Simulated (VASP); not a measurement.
Ca5Si2S2:

```xyz
9
Lattice="4.9323 0.0000 0.0000 -2.4662 4.2715 0.0000 0.0000 0.0000 9.4306" Properties=species:S:1:pos:R:3 pbc="T T T"
Ca    0.0000    2.8477    1.0782
Ca    2.4662    1.4238    8.3525
Ca    0.0000    2.8477    4.0679
Ca    2.4662    1.4238    5.3628
Ca    0.0000    0.0000    0.0000
Si    0.0000    0.0000    2.8964
Si    0.0000    0.0000    6.5342
S     0.0000    2.8477    7.1496
S     2.4662    1.4238    2.2810
```

The cell was generated, and may not be a known phase.

- Program: VASP 6.6.1
- Task: relaxation of cell and atoms
- Functional: PBE
- Potentials or basis: VASP PAW PBE potentials, release 64 (Ca_sv, Si, S)
- Cutoff: 600 eV
- k mesh: 6 × 6 × 2
- Occupations: gaussian, width 0.1 eV
- Spin: no spin polarisation

At the start: pressure 4.9 GPa; volume 22.08 Å³/atom.

Task: How do energy, volume and symmetry change on relaxing?

Result: Over 34 steps the energy falls by 1104.2 meV/atom and the volume is 23.32 Å³/atom (+5.6 %); space group P-3m1 (No. 164, to 0.1 Å) before and after.

Step by step:
| step | energy change (eV) | largest force (eV/Å) | pressure (GPa) | volume (Å³) |
| --- | --- | --- | --- | --- |
| 1 | 0.0000 | 1.0938 | 4.92 | 198.69 |
| 2 | -0.6178 | 0.5894 | 0.72 | 218.74 |
| 3 | -0.7133 | 0.8192 | -2.09 | 238.52 |
| 4 | -0.7296 | 0.7308 | -1.39 | 232.82 |
| 5 | -1.0667 | 1.0509 | -1.74 | 231.65 |
| 6 | -2.1701 | 1.9059 | -1.95 | 226.84 |
| 7 | 1.2933 | 4.6885 | 12.62 | 210.96 |
| 8 | -1.9555 | 2.0778 | -1.32 | 225.14 |
| 9 | -2.0420 | 2.2496 | 0.98 | 219.97 |
| 10 | -2.1117 | 2.2225 | -0.15 | 221.86 |
| 11 | -2.1809 | 2.1551 | -0.03 | 221.64 |
| 12 | -2.3541 | 2.1874 | 0.44 | 220.97 |
| 13 | -2.4740 | 2.2021 | 1.96 | 219.52 |
| 14 | -2.7167 | 2.1199 | 1.82 | 219.89 |
| 15 | -3.3331 | 1.8458 | 1.61 | 221.00 |
| 16 | -4.0363 | 3.9095 | 2.09 | 223.19 |
| 17 | -4.8600 | 2.3881 | 0.36 | 225.48 |
| 18 | -6.2294 | 1.4711 | -2.97 | 231.54 |
| 19 | -6.7199 | 1.4899 | -4.60 | 240.19 |
| 20 | -6.7482 | 1.3521 | -4.58 | 238.29 |
| 21 | -7.2806 | 1.6007 | -3.52 | 229.26 |
| 22 | -8.1007 | 2.2454 | 0.95 | 207.28 |
| 23 | -8.1214 | 2.5232 | 3.73 | 198.72 |
| 24 | -8.8045 | 2.0864 | 3.65 | 198.71 |
| 25 | -9.4855 | 0.9190 | 4.08 | 198.69 |
| 26 | -9.8109 | 0.5244 | -0.55 | 213.60 |
| 27 | -9.8145 | 0.4817 | -1.01 | 215.48 |
| 28 | -9.8823 | 0.3495 | -0.65 | 213.00 |
| 29 | -9.9234 | 0.1226 | 0.09 | 209.10 |
| 30 | -9.9236 | 0.1388 | 0.03 | 209.37 |
| 31 | -9.9298 | 0.0953 | 0.02 | 209.34 |
| 32 | -9.9346 | 0.0904 | 0.03 | 209.26 |
| 33 | -9.9363 | 0.0449 | 0.00 | 209.49 |
| 34 | -9.9375 | 0.0391 | -0.06 | 209.89 |

Final structure:
```yaml
crystal:
  lattice:
    - [4.98138, 0.00000, 0.00000]
    - [-2.49069, 4.31400, 0.00000]
    - [0.00000, 0.00000, 9.76698]
  atoms:
    - { symbol: Ca, position: [0.33333, 0.66667, 0.20249] }
    - { symbol: Ca, position: [0.66667, 0.33333, 0.79751] }
    - { symbol: Ca, position: [0.33333, 0.66667, 0.59050] }
    - { symbol: Ca, position: [0.66667, 0.33333, 0.40950] }
    - { symbol: Ca, position: [0.00000, 0.00000, 0.00000] }
    - { symbol: Si, position: [0.00000, 0.00000, 0.37183] }
    - { symbol: Si, position: [0.00000, 0.00000, 0.62817] }
    - { symbol: S, position: [0.33333, 0.66667, 0.89770] }
    - { symbol: S, position: [0.66667, 0.33333, 0.10230] }
```
